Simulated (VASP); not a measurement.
Input of a VASP 6.6.1 run:

Contents of INCAR:

```
PREC     = Accurate       # precision mode
ENCUT    = 520            # plane-wave cutoff, eV
EDIFF    = 1E-6           # SCF threshold, eV
ISMEAR   = 0              # smearing method
SIGMA    = 0.01           # smearing width, eV
LREAL    = F              # projectors in reciprocal space
LASPH    = T              # aspherical terms in the spheres
NELM     = 60             # most SCF steps
ALGO     = Normal         # electronic algorithm
ISIF     = 2              # what is computed and relaxed
LWAVE    = F              # write WAVECAR
LCHARG   = F              # write CHGCAR
NBANDS   = 16             # bands
```

File KPOINTS:

```
Automatic mesh
0
Gamma
  12 12 6
```

Contents of POSCAR:

```
MgO
1.0
    3.3902420020      0.0000000000      0.0000000000
   -1.6951210010      2.9360356988      0.0000000000
    0.0000000000      0.0000000000      4.0747144261
Mg O
2 2
Direct
    0.6666666667      0.3333333333      0.7500000000
    0.3333333333      0.6666666667      0.2500000000
    0.6666666667      0.3333333333      0.2500000000
    0.3333333333      0.6666666667      0.7500000000
```

Potentials or basis: VASP PAW LDA potentials, release 64 (Mg, O).

Command:

```bash
$ cat potpaw_LDA.64/Mg/POTCAR potpaw_LDA.64/O/POTCAR > POTCAR
$ mpirun -np 1 vasp_std > vasp.out
```

Q: Estimate the band gap on the k mesh.

A: 3.75 eV.

Q: Estimate the pressure.

A: 6.3 GPa.

Caveat: the cell stands under pressure. A k mesh can miss the band edges.
